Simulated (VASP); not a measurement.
Wanted: the native input for a VASP 6.6.1 run.

```
Task                   : single point
Functional             : PBE
Potentials or basis    : VASP PAW PBE potentials, release 64 (Si, Ge_d)
Cutoff                 : 520 eV
k mesh                 : 2 × 2 × 2
Occupations            : fermi-dirac, width 0.02 eV
Spin                   : no spin polarisation
Dipole correction      : no
Further INCAR settings : LREAL = Auto; ALGO = Normal; EDIFF = 1e-06; NBANDS = 53
```

The structure of Si16Ge (a cell with a defect) lies in POSCAR:

```
Si16Ge
1.0
    0.0000000000      5.4300000000      5.4300000000
    5.4300000000      0.0000000000      5.4300000000
    5.4300000000      5.4300000000      0.0000000000
Si Ge
16 1
Direct
    0.0475506446     -0.0128545120     -0.0028176796
    0.1485174954      0.1281123389      0.1382780847
   -0.0227624309      0.0327624309      0.4806077348
    0.1138674033      0.1151012891      0.6388581952
    0.0200368324      0.4953775322      0.0299447514
    0.1285727440      0.6198434622      0.1887937385
   -0.0343370166      0.4972651934      0.5493462247
    0.0857642726      0.6520073665      0.6493370166
    0.5243922652     -0.0277624309     -0.0053499079
    0.6813167587      0.0808747698      0.1467495396
    0.4774217311      0.0418416206      0.4863351750
    0.5958563536      0.1725414365      0.5948250460
    0.4937937385      0.4344014733      0.0729465930
    0.6415745856      0.5981675875      0.1026979742
    0.4531491713      0.5513259669      0.5034069982
    0.5331767956      0.6816298343      0.6910589319
    0.6946777164      0.3037200737      0.7645488029
```

One way to write it, as run:

INCAR

```
SYSTEM = Si16Ge
  ALGO = Normal
  EDIFF = 1E-6
  ENCUT = 520
  GGA = PE
  ISIF = 2
  ISMEAR = -1
  LASPH = .TRUE.
  LCHARG = .TRUE.
  LELF = .TRUE.
  LREAL = Auto
  LVHAR = .TRUE.
  LWAVE = .FALSE.
  NBANDS = 53
  NELM = 60
  PREC = Accurate
  SIGMA = 0.02
```

KPOINTS

```
k-points
0
G
  2 2 2
  0 0 0
```

Potentials or basis: VASP PAW PBE potentials, release 64 (Si, Ge_d).

The run is started by

```console
$ cat potpaw_PBE.64/Si/POTCAR potpaw_PBE.64/Ge_d/POTCAR > POTCAR
$ mpirun -np 1 vasp_std > vasp.out
```

Results of the run:

The pressure is 5.5 GPa. The largest force is 2.697 eV/Å and the band gap on the k mesh is zero (bands 39 and 40 overlap by 0.37 eV).

Caveat: the k points lie up to 0.50 Å⁻¹ apart.

It took 2.7 min on 1 thread of AMD EPYC 9R45 96-Core Processor (Zen 5) (shared host), peak memory 0.46 GiB.
